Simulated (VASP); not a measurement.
Here is a VASP 6.6.1 calculation.

Contents of INCAR:

```
SYSTEM = Al3Cu
  PREC = Accurate
  ENCUT = 600
  EDIFF = 1E-6
  ISMEAR = 0
  SIGMA = 0.1
  LREAL = .False.
  LASPH = .True.
  NELM = 60
  ALGO = Fast
  ISIF = 3
  LWAVE = .False.
  LCHARG = .False.
  GGA = PS
  IBRION = 2
  NSW = 70
  EDIFFG = -0.005
```

File KPOINTS:

```
regular mesh
0
Gamma
  16 16 6
  0 0 0
```

POSCAR

```
Al3Cu
1.0
    2.8029787992      0.0000000000      0.0000000000
    0.0000000000      2.8029787992      0.0000000000
    0.0000000000      0.0000000000      7.6757986744
Al Cu
3 1
Direct
    0.0000000000      0.0000000000      0.5000000000
    0.5000000000      0.5000000000      0.2227835996
    0.5000000000      0.5000000000      0.7772164004
    0.0000000000      0.0000000000      0.0000000000
```

Potentials or basis: VASP PAW PBE potentials, release 64 (Al, Cu).

The run is started by

```bash
$ cat potpaw_PBE.64/Al/POTCAR potpaw_PBE.64/Cu/POTCAR > POTCAR
$ mpirun -np 1 vasp_std > vasp.out
```

Problem. Predict the band gap on the k mesh.

Solution. Zero (bands 10 and 11 overlap by 6.08 eV).

Problem. What does it give for the relaxed volume?

Solution. 14.72 Å³/atom.

Final structure:
```xyz
4
Lattice="2.7820 0.0000 0.0000 0.0000 2.7820 0.0000 0.0000 0.0000 7.6075" Properties=species:S:1:pos:R:3 pbc="T T T"
Al    0.0000    0.0000    3.8037
Al    1.3910    1.3910    1.6822
Al    1.3910    1.3910    5.9253
Cu    0.0000    0.0000    7.6075
```

Caveat: the PAW data sets were made with another functional, which shifts forces and pressure a little.
